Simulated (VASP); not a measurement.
Set up this calculation in VASP 6.6.1, as the native input.

* Task: single point
* Functional: PBE
* Potentials or basis: VASP PAW PBE potentials, release 64 (Ti_sv)
* Cutoff: 520 eV
* k mesh: 13 × 13 × 13
* Occupations: fermi-dirac, width 0.1 eV
* Spin: no spin polarisation
* Dipole correction: no
* Further INCAR settings: ALGO = Normal; EDIFF = 1e-07; NBANDS = 12

The structure of Ti lies in POSCAR:

```
Ti
1.0
   -1.6301190851      1.6301190851      1.6301190851
    1.6301190851     -1.6301190851      1.6301190851
    1.6301190851      1.6301190851     -1.6301190851
Ti
1
Direct
    0.0000000000      0.0000000000      0.0000000000
```

One way to write it, as run:

INCAR

```
SYSTEM = Ti
PREC = Accurate
ENCUT = 520
EDIFF = 1E-7
ISMEAR = -1
SIGMA = 0.1
LREAL = .FALSE.
LASPH = .TRUE.
NELM = 80
ALGO = Normal
ISIF = 2
LWAVE = .FALSE.
LCHARG = .FALSE.
GGA = PE
NBANDS = 12
```

KPOINTS

```
regular mesh
0
G
  13 13 13
  0 0 0
```

Potentials or basis: VASP PAW PBE potentials, release 64 (Ti_sv).

Run with:

```console
$ cat potpaw_PBE.64/Ti_sv/POTCAR > POTCAR
$ mpirun -np 1 vasp_std > vasp.out
```

It gave:

```
Pressure               : -0.3 GPa
Band gap on the k mesh : zero (band 6 reaches 9.10 eV, above the bottom of band 7 at 7.55 eV)
```

It took 19 s on 1 thread of Intel Xeon 6975P-C, with other jobs on the host, peak memory 0.14 GiB.
